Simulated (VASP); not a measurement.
Write the native input for VASP 6.6.1 that does the following.

```
Task                   : single point
Functional             : PBE
Potentials or basis    : VASP PAW PBE potentials, release 64 (Eu, O)
Cutoff                 : 600 eV
k mesh                 : 9 × 9 × 9
Occupations            : fermi-dirac, width 0.15 eV
Spin                   : collinear spin, ferromagnetic start
Starting moments       : [7.0, 0.0] μB
Hubbard terms          : Eu f U = 2.0 eV
Dipole correction      : no
Further INCAR settings : ALGO = Normal; EDIFF = 1e-06; NBANDS = 22
```

The structure of EuO lies in POSCAR:

```
EuO
1.0
    0.0000000000      2.5719500000      2.5719500000
    2.5719500000      0.0000000000      2.5719500000
    2.5719500000      2.5719500000      0.0000000000
Eu O
1 1
Direct
    0.0000000000      0.0000000000      0.0000000000
    0.5000000000      0.5000000000      0.5000000000
```

One way to write it, as run:

INCAR

```
PREC = Accurate ; ENCUT = 600
EDIFF = 1E-6 ; ISMEAR = -1
SIGMA = 0.15 ; LREAL = F
LASPH = T ; NELM = 200
ALGO = Normal ; ISIF = 2
LWAVE = F ; LCHARG = T
ISPIN = 2 ; MAGMOM = 7 0
LORBIT = 11 ; LMAXMIX = 6
LDAU = T ; LDAUTYPE = 2
LDAUL = 3 -1 ; LDAUU = 2 0
LDAUJ = 0 0 ; LDAUPRINT = 1
GGA = PE ; LELF = T
LVHAR = T ; NBANDS = 22
GGA_COMPAT = F
```

KPOINTS

```
regular mesh
0
Gamma
  9 9 9
```

Potentials or basis: VASP PAW PBE potentials, release 64 (Eu, O).

Launch:

```console
$ cat potpaw_PBE.64/Eu/POTCAR potpaw_PBE.64/O/POTCAR > POTCAR
$ mpirun -np 1 vasp_std > vasp.out
```

Results of the run:

The pressure is -2.6 GPa. The band gap on the k mesh is zero (filled and empty bands overlap) and the net moment is 6.97 μB per cell. The site moments are Eu +6.63; O -0.10 μB and the valence electrons inside the program's atomic spheres are Eu 14.85; O 4.95.

Caveat: spin-orbit coupling is left out, which moves the levels of the heavy elements; a cell with one magnetic atom can't hold antiferromagnetic order, which such compounds often take.

Run time: 110 s on 1 thread of Intel(R) Xeon(R) Platinum 8375C CPU @ 2.90GHz (Ice Lake), on a shared host, peak memory 0.23 GiB.
